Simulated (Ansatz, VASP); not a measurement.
**One calculation of Hg, two programs**

The input INCAR:

```
PREC     = Accurate       # precision mode
ENCUT    = 520            # plane-wave cutoff, eV
EDIFF    = 1E-7           # SCF threshold, eV
ISMEAR   = 0              # smearing method
SIGMA    = 0.15           # smearing width, eV
LREAL    = False          # projectors in reciprocal space
LASPH    = True           # aspherical terms in the spheres
NELM     = 80             # most SCF steps
ALGO     = Fast           # electronic algorithm
ISIF     = 2              # what is computed and relaxed
LWAVE    = False          # write WAVECAR
LCHARG   = True           # write CHGCAR
GGA      = PS             # functional
IVDW     = 12             # dispersion correction
LELF     = True           # ELF
LVHAR    = True         
NBANDS   = 19             # bands
```

Contents of KPOINTS:

```
Automatic mesh
0
Gamma
  18 18 10
```

The input POSCAR:

```
Hg
1.0
    3.0358000000      0.0000000000      0.0000000000
   -1.5179000000      2.6290799208      0.0000000000
    0.0000000000      0.0000000000      5.4194000000
Hg
2
Direct
    0.6666666667      0.3333333333      0.7500000000
    0.3333333333      0.6666666667      0.2500000000
```

Input for Ansatz:

```yaml
crystal:
  lattice:
    - [3.0358, 0.0, 0.0]
    - [-1.5179, 2.6290799208, 0.0]
    - [0.0, 0.0, 5.4194]
  atoms:
    - { symbol: Hg, position: [0.6666666667, 0.3333333333, 0.75] }
    - { symbol: Hg, position: [0.3333333333, 0.6666666667, 0.25] }
basis:
  ecutwfc: 420
kpoints:
  mp_grid: { grid: [18, 18, 10] }
hamiltonian:
  xc: pbesol
  dispersion: d3bj
scf:
  occupations: { method: gaussian, width: 0.15 }
output:
  forces: true
  stress: true
  eigenvalues: true
```

Alike in both runs: task single point; functional PBEsol; dispersion D3(BJ); k mesh 18 × 18 × 10; occupations gaussian, width 0.15 eV; no spin polarisation.

|  | VASP | Ansatz |
| --- | --- | --- |
| version | VASP 6.6.1 | Ansatz 0.2.0 |
| potentials or method | VASP PAW PBE potentials, release 64 (Hg), cutoff 520 eV | scalar-relativistic, plane waves, PAW |
| valence electrons in the cell | 24 | 40 |

Ansatz gave:

| Property | Result |
| --- | --- |
| gap on the k mesh at the Fermi level (eV) | none |
| pressure (GPa) | 0.4 |
| traceless stress, the component that is largest in VASP (GPa) | -0.75 |

Task: Estimate VASP's values.

Result: gap on the k mesh at the Fermi level (eV): none; pressure (GPa): 0.9; traceless stress, the component that is largest in VASP (GPa): -0.92.

VASP's potentials were made for PBE, not for PBEsol. A gap of «none» marks a metal or a gap that the smearing closes. VASP's potentials hold 24 valence electrons a cell and Ansatz's 40, so a difference there can come from the potentials and not from the codes.

Neither program's run includes spin-orbit coupling.
